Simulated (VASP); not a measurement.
# Pt (P6_3/mmc) in VASP: single point with PBE

Aim: the single point of Pt with PBE.

All numbers are computed with VASP 6.6.1; they aren't measurements. Logs are shortened: lines on timing, memory, paths and dates and some standing lists are left out, and cuts for length are marked.

**1. The cell of the first run**

The structure is hexagonal, space group P6_3/mmc (No. 194). The conventional cell has a = 2.759 Å, b = 2.759 Å, c = 4.781 Å, α = 90.00°, β = 90.00°, γ = 120.00°. Within 3.6 Å of Pt (site symmetry -6m2) lie 12 Pt at 2.76 to 2.87 Å.

This isn't the form of Pt at room conditions, which is fcc.

**2. Single point, PBE**

File INCAR:

```
ALGO     = Fast           # electronic algorithm
EDIFF    = 1E-7           # SCF threshold, eV
ENCUT    = 520            # plane-wave cutoff, eV
GGA      = PE             # functional
ISIF     = 2              # what is computed and relaxed
ISMEAR   = 0              # smearing method
LASPH    = T              # aspherical terms in the spheres
LCHARG   = F              # write CHGCAR
LREAL    = F              # projectors in reciprocal space
LWAVE    = F              # write WAVECAR
NBANDS   = 28             # bands
NELM     = 100            # most SCF steps
PREC     = Accurate       # precision mode
SIGMA    = 0.15           # smearing width, eV
```

File KPOINTS:

```
k-points
0
Gamma
  18 18 6
```

File POSCAR:

```
Pt
1.0
    2.7585277425      0.0000000000      0.0000000000
   -1.3792638713      2.3889551021      0.0000000000
    0.0000000000      0.0000000000      9.5613355052
Pt
4
Direct
    0.6666666667      0.3333333333      0.3750000000
    0.6666666667      0.3333333333      0.8750000000
    0.3333333333      0.6666666667      0.1250000000
    0.3333333333      0.6666666667      0.6250000000
```

Potentials or basis: VASP PAW PBE potentials, release 64 (Pt).

The run is started by

```bash
$ cat potpaw_PBE.64/Pt/POTCAR > POTCAR
$ mpirun -np 1 vasp_std > vasp.out
```

OUTCAR:

```text
EDIFF = 1E-7
   ENCUT = 520
   GGA = PE
   ISIF = 2
   ISMEAR = 0
   LASPH = T
   LREAL = F
   NELM = 100
   PREC = Accurate

 ion  position               nearest neighbor table
   1  0.667  0.333  0.375-   3 2.87   4 2.87   3 2.87   4 2.87   3 2.87   4 2.87
   2  0.667  0.333  0.875-   3 2.87   4 2.87   3 2.87   4 2.87   3 2.87   4 2.87
   3  0.333  0.667  0.125-   1 2.87   2 2.87   1 2.87   2 2.87   1 2.87   2 2.87
   4  0.333  0.667  0.625-   1 2.87   2 2.87   1 2.87   2 2.87   1 2.87   2 2.87

  LATTYP: Found a hexagonal cell.
 ALAT       =     2.7585277425
 C/A-ratio  =     3.4661009052

  Lattice vectors:

 A1 = (   2.7585277425,   0.0000000000,   0.0000000000)
 A2 = (  -1.3792638713,   2.3889551021,   0.0000000000)
 A3 = (   0.0000000000,   0.0000000000,   9.5613355052)

Analysis of symmetry for initial positions (statically):
=====================================================================
 Subroutine PRICEL returns following result:

  LATTYP: Found a hexagonal cell.
 ALAT       =     2.7585277425
 C/A-ratio  =     1.7330504526

  Lattice vectors:

 A1 = (   2.7585277425,   0.0000000000,   0.0000000000)
 A2 = (  -1.3792638713,   2.3889551021,   0.0000000000)
 A3 = (   0.0000000000,   0.0000000000,   4.7806677526)

   2 primitive cells build up your supercell.

 Routine SETGRP: Setting up the symmetry group for a
 hexagonal supercell.

 Subroutine GETGRP returns: Found 24 space group operations
 (whereof 12 operations were pure point group operations)
 out of a pool of 24 trial point group operations.

The static configuration has the point symmetry D_3d.
 The point group associated with its full space group is D_6h.

Analysis of symmetry for dynamics (positions and initial velocities):
=====================================================================
 Subroutine PRICEL returns following result:

  LATTYP: Found a hexagonal cell.
 ALAT       =     2.7585277425
 C/A-ratio  =     1.7330504526

  Lattice vectors:

 A1 = (   2.7585277425,   0.0000000000,   0.0000000000)
 A2 = (  -1.3792638713,   2.3889551021,   0.0000000000)
 A3 = (   0.0000000000,   0.0000000000,   4.7806677526)

   2 primitive cells build up your supercell.

 Routine SETGRP: Setting up the symmetry group for a
 hexagonal supercell.
[... 101 lines left out ...]
   LNONCOLLINEAR =      F non collinear calculations
   LSORBIT =      F    spin-orbit coupling
   LASPH  =      T    aspherical Exc in radial PAW
   ENCUT  =  520.0 eV  38.22 Ry    6.18 a.u.   5.13  5.13 17.78*2*pi/ulx,y,z
   NELM   =    100;   NELMIN=  2; NELMDL= -5     # of ELM steps
   EDIFF  = 0.1E-06   stopping-criterion for ELM
   LREAL  =      F    real-space projection
   EDIFFG = 0.1E-05   stopping-criterion for IOM
   NSW    =      0    number of steps for IOM
   IBRION =     -1    ionic relax: 0-MD 1-quasi-New 2-CG
   NFREE  =      0    steps in history (QN), initial steepest desc. (CG)
   ISIF   =      2    stress and relaxation
   ISYM   =      2    0-nonsym 1-usesym 2-fastsym
   POTIM  = 0.5000    time-step for ionic-motion
   TEBEG  =    0.0;   TEEND  =   0.0 temperature during run
   PSTRESS=    0.0 pullay stress
   NELECT =      40.0000    total number of electrons
   NUPDOWN=      -1.0000    fix difference up-down
   EMIN   =  10.00;   EMAX   =-10.00  energy-range for DOS
   EFERMI =   0.00;   METHOD = LEGACY
   ISMEAR =     0;   SIGMA  =   0.15  broadening in eV -4-tet -1-fermi 0-gaus
   EFERMI_NEDOS =   21; number of points for ismear=-14 and -15
   IALGO  =     68    algorithm
   IMIX   =      4    mixing-type and parameters
     AMIX     =   0.40;   BMIX     =  1.00
     AMIX_MAG =   1.60;   BMIX_MAG =  1.00
  volume/ion in A,a.u.               =      15.75       106.30
  Fermi-wavevector in a.u.,A,eV,Ry     =   1.406998  2.658841 26.934689  1.979644
  Thomas-Fermi vector in A             =   2.529302
   LORBIT       =      0    0 simple, 1 ext, 2 COOP (PROOUT), +10 PAW based schemes
   GGA     = PE    functional components
   LHFCALC =     F    Hartree Fock is set to
   AEXX    =    0.0000 exact exchange contribution
   IVDW    =     0    specifies the selected vdW correction
   LEPSILON=     F    determine dielectric tensor
   LRPA    =     F    only Hartree local field effects (RPA)
 non-spin polarized calculation
 RMM-DIIS sequential band-by-band and
 Gauss-broadening in eV      SIGMA  =   0.15
  energy-cutoff  :      520.00
  volume of cell :       63.01
 maximum number of plane-waves:      1714
 NGX is ok and might be reduce to    24
   NGX = 11   NGY = 11   NGZ = 35

 number of electron      40.0000009 magnetization

 Free energy of the ion-electron system (eV)
  ---------------------------------------------------
  ext. energy  EPLUGINS =         0.00000000
  ---------------------------------------------------
  free energy    TOTEN  =       -24.20409646 eV

  energy without entropy =      -24.12065329  energy(sigma->0) =      -24.16237488

 E-fermi :  10.4217     XC(G=0): -13.2251

 val. band max:       10.4210746786   @ k =   0.2778   0.0556   0.0000
 cond. band min:      10.4227651303   @ k =   0.3889   0.0556   0.0000
 fundamental gap:      0.0016904517
 Fermi energy:        10.4216822706

 k-point     1 :       0.0000    0.0000    0.0000
  band No.  band energies     occupation
      1       0.7073      2.00000
      2       2.4482      2.00000
      3       2.4482      2.00000
      4       3.3561      2.00000
      5       6.4746      2.00000
      6       6.4746      2.00000
[... 733 lines left out ...]
     27      17.6760      0.00000
     28      19.4992      0.00000

 [... further k-points ...]

------------------------ aborting loop because EDIFF is reached ----------------------------------------

  FORCE on cell =-STRESS in cart. coord.  units (eV):
  Direction    XX          YY          ZZ          XY          YZ          ZX
  --------------------------------------------------------------------------------------
  -------------------------------------------------------------------------------------
  Total       -0.0571570     -0.0571570     -0.2724990      0.0000000      0.0000000      0.0000000
  in kB       -1.4533687     -1.4533687     -6.9290172      0.0000000      0.0000000      0.0000000
  external PRESSURE =      -3.2785848 kB  Pullay stress =       0.0000000 kB

 VOLUME and BASIS-vectors are now :
 -----------------------------------------------------------------------------
  energy-cutoff  :      520.00
  volume of cell :       63.01
      direct lattice vectors                 reciprocal lattice vectors
     2.758527743  0.000000000  0.000000000     0.362512214  0.209296524  0.000000000
    -1.379263871  2.388955102  0.000000000     0.000000000  0.418593049  0.000000000
     0.000000000  0.000000000  9.561335505     0.000000000  0.000000000  0.104587900

 POSITION                                       TOTAL-FORCE (eV/Angst)
 -----------------------------------------------------------------------------------
      1.37926      0.79632      3.58550        -0.000000      0.000000      0.000000
      1.37926      0.79632      8.36617        -0.000000     -0.000000      0.000000
     -0.00000      1.59264      1.19517         0.000000      0.000000     -0.000000
     -0.00000      1.59264      5.97583         0.000000      0.000000     -0.000000
 -----------------------------------------------------------------------------------
    total drift:                               -0.000000      0.000000     -0.000000

  FREE ENERGIE OF THE ION-ELECTRON SYSTEM (eV)
  ---------------------------------------------------
  free  energy   TOTEN  =       -24.2040964639 eV

  energy  without entropy=      -24.1206532915  energy(sigma->0) =      -24.16237488
```

OSZICAR:

```text
N       E                     dE             d eps       ncg     rms          rms(c)
DAV:   1     0.241842149393E+03    0.24184E+03   -0.20640E+04  8288   0.138E+03
DAV:   2    -0.184888463892E+02   -0.26033E+03   -0.24863E+03  9244   0.304E+02
DAV:   3    -0.256639372579E+02   -0.71751E+01   -0.70104E+01  9432   0.484E+01
DAV:   4    -0.257226367151E+02   -0.58699E-01   -0.58602E-01  9076   0.444E+00
DAV:   5    -0.257232447027E+02   -0.60799E-03   -0.60797E-03  9064   0.498E-01    0.230E+01
RMM:   6    -0.243425425868E+02    0.13807E+01   -0.25442E+00  8288   0.993E+00    0.122E+01
RMM:   7    -0.242268131397E+02    0.11573E+00   -0.83171E-01  8412   0.534E+00    0.365E+00
RMM:   8    -0.242071386983E+02    0.19674E-01   -0.17057E-01  8406   0.262E+00    0.172E+00
RMM:   9    -0.242039434123E+02    0.31953E-02   -0.10784E-02  8798   0.625E-01    0.124E-01
RMM:  10    -0.242040820044E+02   -0.13859E-03   -0.13193E-03  8964   0.162E-01    0.111E-01
RMM:  11    -0.242040930143E+02   -0.11010E-04   -0.20405E-04  8949   0.837E-02    0.118E-01
RMM:  12    -0.242040951603E+02   -0.21461E-05   -0.36932E-05  9002   0.329E-02    0.220E-02
RMM:  13    -0.242040965001E+02   -0.13398E-05   -0.90067E-06  9112   0.152E-02    0.522E-03
RMM:  14    -0.242040971512E+02   -0.65112E-06   -0.17234E-06  8782   0.600E-03    0.581E-03
RMM:  15    -0.242040966127E+02    0.53854E-06   -0.28267E-07  6102   0.283E-03    0.160E-03
RMM:  16    -0.242040964699E+02    0.14278E-06   -0.85422E-08  5064   0.157E-03    0.864E-04
RMM:  17    -0.242040964639E+02    0.59945E-08   -0.16481E-08  3641   0.679E-04
   1 F= -.24204096E+02 E0= -.24162375E+02  d E =-.834432E-01
```

It took 2.4 min on 1 thread of Intel Xeon 6975P-C (Granite Rapids), shared host; peak memory 0.33 GiB.

What came out:

| Quantity | Value |
| --- | --- |
| Free energy | -24.2041 eV |
| Pressure | -0.3 GPa |
| Band gap on the k mesh | zero (bands 20 and 21 overlap by 1.29 eV) |

Levels at points of the mesh, in eV from the Fermi level:
```
           k point  band 17  band 18  band 19  band 20  band 21  band 22  band 23  band 24
(0.00, 0.00, 0.00)    -1.81    -0.80    -0.80    -0.80    -0.80    -0.71    -0.22    -0.22
(0.50, 0.00, 0.00)     0.29     0.40     0.40     0.49     1.71     1.71     2.27     3.75
(0.00, 0.00, 0.50)    -1.46    -1.46    -1.46    -1.46    -0.34    -0.34    -0.34    -0.34
(0.50, 0.00, 0.50)     0.34     0.34     0.46     0.46     1.36     1.36     3.27     3.27
```

Caveat: spin-orbit coupling is left out, which moves the levels of the heavy elements.
